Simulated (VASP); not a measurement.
# SrTiO3 (P4mm) in VASP: further runs, part 2 of 2

VASP 6.6.1. Earlier steps stand in the parts before.

## (4) Single point, PBE (mode 1 frozen in at -0.058 Å and mode 7 at +0.058 Å (largest displacements))

File INCAR:

```
PREC = Accurate
ENCUT = 520
EDIFF = 1E-6
ISMEAR = 0
SIGMA = 0.05
LREAL = F
LASPH = T
NELM = 100
ALGO = Normal
ISIF = 2
LWAVE = F
LCHARG = F
GGA = PE
NBANDS = 28
```

File KPOINTS:

```
regular mesh
0
Gamma
  8 8 8
```

File POSCAR:

```
SrTiO3
1.0
    3.9364094381      0.0000000000      0.0000000000
    0.0000000000      3.9364094381      0.0000000000
    0.0000000000      0.0000000000      3.9364094381
Sr Ti O
1 1 3
Direct
    0.0140411192      0.0000000000      0.0000000000
    0.4950481444      0.5000000000      0.5000000000
   -0.0197147655      0.5000000000      0.5000000000
    0.4788163053      0.0000000000      0.5000000000
    0.4788163053      0.5000000000      0.0000000000
```

Potentials or basis: VASP PAW PBE potentials, release 64 (Sr_sv, Ti_sv, O).

Run with:

```
$ cat potpaw_PBE.64/Sr_sv/POTCAR potpaw_PBE.64/Ti_sv/POTCAR potpaw_PBE.64/O/POTCAR > POTCAR
$ mpirun -np 1 vasp_std > vasp.out
```

OUTCAR:

```text
PREC = Accurate
   ENCUT = 520
   EDIFF = 1E-6
   ISMEAR = 0
   LREAL = F
   LASPH = T
   NELM = 100
   ISIF = 2
   GGA = PE

 ion  position               nearest neighbor table
   1  0.014  0.000  0.000-   4 2.69   5 2.69   4 2.69   5 2.69   3 2.79   3 2.79   3 2.79   3 2.79
                             4 2.88   5 2.88   4 2.88   5 2.88   2 3.37   2 3.37   2 3.37   2 3.37
   2  0.495  0.500  0.500-   3 1.91   4 1.97   5 1.97   5 1.97   4 1.97   3 2.03   1 3.37   1 3.37
                             1 3.37   1 3.37   1 3.45   1 3.45   1 3.45   1 3.45
   3  0.980  0.500  0.500-   2 1.91   2 2.03   1 2.79   1 2.79   1 2.79   1 2.79
   4  0.479  0.000  0.500-   2 1.97   2 1.97   1 2.69   1 2.69   1 2.88   1 2.88
   5  0.479  0.500  0.000-   2 1.97   2 1.97   1 2.69   1 2.69   1 2.88   1 2.88

  LATTYP: Found a simple cubic cell.
 ALAT       =     3.9364094381

  Lattice vectors:

 A1 = (   3.9364094381,   0.0000000000,   0.0000000000)
 A2 = (   0.0000000000,   3.9364094381,   0.0000000000)
 A3 = (   0.0000000000,   0.0000000000,   3.9364094381)

Analysis of symmetry for initial positions (statically):
=====================================================================
 Subroutine PRICEL returns:
[... 175 lines left out ...]

  energy without entropy =      -40.09311129  energy(sigma->0) =      -40.09311129

 E-fermi :   4.3399     XC(G=0): -11.1391

 val. band max:        3.9448743391   @ k =   0.5000   0.5000   0.5000
 cond. band min:       5.7851162573   @ k =   0.0000   0.0000   0.0000
 fundamental gap:      1.8402419182
 Fermi energy:         4.3398936543

 k-point     1 :       0.0000    0.0000    0.0000
  band No.  band energies     occupation
      1     -52.5802      2.00000
      2     -28.8725      2.00000
      3     -28.8178      2.00000
      4     -28.8124      2.00000
      5     -28.8124      2.00000
      6     -13.3896      2.00000
[... 733 lines left out ...]
     27      11.8976      0.00000
     28      12.1812      0.00000

 [... further k-points ...]
[... 5 lines left out ...]
  --------------------------------------------------------------------------------------
  -------------------------------------------------------------------------------------
  Total        0.6098298      0.3389941      0.3389941      0.0000000     -0.0000000      0.0000000
  in kB       16.0183745      8.9043440      8.9043440      0.0000000     -0.0000000      0.0000000
  external PRESSURE =      11.2756875 kB  Pullay stress =       0.0000000 kB

 VOLUME and BASIS-vectors are now :
 -----------------------------------------------------------------------------
  energy-cutoff  :      520.00
  volume of cell :       61.00
      direct lattice vectors                 reciprocal lattice vectors
     3.936409438  0.000000000  0.000000000     0.254038615  0.000000000  0.000000000
     0.000000000  3.936409438  0.000000000     0.000000000  0.254038615  0.000000000
     0.000000000  0.000000000  3.936409438     0.000000000  0.000000000  0.254038615

 POSITION                                       TOTAL-FORCE (eV/Angst)
 -----------------------------------------------------------------------------------
      0.05527      0.00000      0.00000        -0.292669     -0.000000      0.000000
      1.94871      1.96820      1.96820         0.285047     -0.000000     -0.000000
      3.85880      1.96820      1.96820         0.005891     -0.000000      0.000000
      1.88482      0.00000      1.96820         0.000865     -0.000000      0.000000
      1.88482      1.96820      0.00000         0.000865      0.000000     -0.000000
 -----------------------------------------------------------------------------------
    total drift:                               -0.000594      0.000000     -0.000006

  FREE ENERGIE OF THE ION-ELECTRON SYSTEM (eV)
  ---------------------------------------------------
  free  energy   TOTEN  =       -40.0931112914 eV

  energy  without entropy=      -40.0931112914  energy(sigma->0) =      -40.09311129
```

stdout:

```text
POSCAR found type information on POSCAR SrTiO
 POSCAR found :  3 types and       5 ions
 scaLAPACK will be used
 LDA part: xc-table for (Slater+PW92), standard interpolation
 POSCAR, INCAR and KPOINTS ok, starting setup
 FFT: planning ... GRIDC
 FFT: planning ... GRID_SOFT
 FFT: planning ... GRID
 WAVECAR not read
 entering main loop
```

Wall time 61 s (1 thread of Intel Xeon 6975P-C (Granite Rapids), shared host); peak memory 0.26 GiB.

What came out:

| Quantity | Value |
| --- | --- |
| Free energy | -40.0931 eV |
| Pressure | 1.1 GPa |
| Largest force | 0.293 eV/Å |
| Band gap on the k mesh | 1.84 eV, indirect (least direct gap 2.23 eV) |

Forces on the atoms (eV/Å):
```
Sr  -0.293  0.000  0.000
Ti   0.285  0.000  0.000
O    0.006  0.000  0.000
O    0.001  0.000  0.000
O    0.001  0.000  0.000
```

Stress tensor (GPa, compression positive):
```
1.60 0.00 0.00
0.00 0.89 0.00
0.00 0.00 0.89
```

Levels at points of the mesh, in eV from the valence-band top:
| k point | band 17 | band 18 | band 19 | band 20 | band 21 | band 22 | band 23 | band 24 |
| --- | --- | --- | --- | --- | --- | --- | --- | --- |
| (0.00, 0.00, 0.00) | -1.14 | -0.40 | -0.40 | -0.39 | 1.84 | 1.94 | 1.94 | 4.18 |
| (0.50, 0.00, 0.00) | -2.30 | -1.91 | -0.71 | -0.71 | 2.00 | 3.72 | 3.72 | 4.19 |
| (0.00, 0.50, 0.00) | -2.23 | -1.89 | -0.78 | -0.74 | 2.07 | 3.67 | 3.69 | 4.22 |
| (0.50, 0.50, 0.00) | -1.71 | -1.53 | -1.52 | -0.07 | 3.68 | 3.72 | 4.14 | 5.12 |
| (0.00, 0.50, 0.50) | -1.71 | -1.53 | -1.53 | -0.09 | 3.69 | 3.69 | 4.14 | 5.08 |
| (0.50, 0.50, 0.50) | -3.63 | -0.01 | 0.00 | 0.00 | 4.33 | 4.34 | 4.34 | 6.86 |

Caveat: the cell differs from its parent crystal (mode 1 frozen in at -0.058 Å and mode 7 at +0.058 Å (largest displacements)).
